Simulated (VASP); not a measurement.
The system is Zr.

```
Zr
1.0
     3.23200    0.00000    0.00000
    -1.61600    2.79899    0.00000
     0.00000    0.00000    5.14700
Zr
2
Direct
  0.33333 0.66667 0.25000
  0.66667 0.33333 0.75000
```

```yaml
Program: VASP 6.6.1
Task: relaxation of cell and atoms
Functional: RPBE
Potentials_or_basis: VASP PAW PBE potentials, release 64 (Zr_sv)
Cutoff: 600 eV
k_mesh: 11 × 11 × 6
Occupations: fermi-dirac, width 0.1 eV
Spin: no spin polarisation
```

At the start: pressure 2.8 GPa; volume 23.28 Å³/atom.

Problem. How do energy, volume and symmetry change on relaxing?

Solution. Over 6 steps the energy falls by 5.9 meV/atom and the volume is 23.96 Å³/atom (+2.9 %); space group P6_3/mmc (No. 194, to 0.05 Å).

Step by step:
| step | energy change (eV) | largest force (eV/Å) | pressure (GPa) | volume (Å³) |
| --- | --- | --- | --- | --- |
| 1 | 0.0000 | 0.0000 | 2.76 | 46.56 |
| 2 | -0.0013 | 0.0000 | -2.40 | 49.31 |
| 3 | -0.0117 | 0.0000 | -0.02 | 47.95 |
| 4 | -0.0117 | 0.0000 | 0.04 | 47.92 |
| 5 | -0.0117 | 0.0000 | 0.04 | 47.92 |
| 6 | -0.0117 | 0.0000 | 0.04 | 47.92 |

Final structure:
```xyz
2
Lattice="3.2592 0.0000 0.0000 -1.6296 2.8226 0.0000 0.0000 0.0000 5.2087" Properties=species:S:1:pos:R:3 pbc="T T T"
Zr    0.0000    1.8817    1.3022
Zr    1.6296    0.9409    3.9066
```

Caveat: the PAW data sets were made with another functional, which shifts forces and pressure a little.
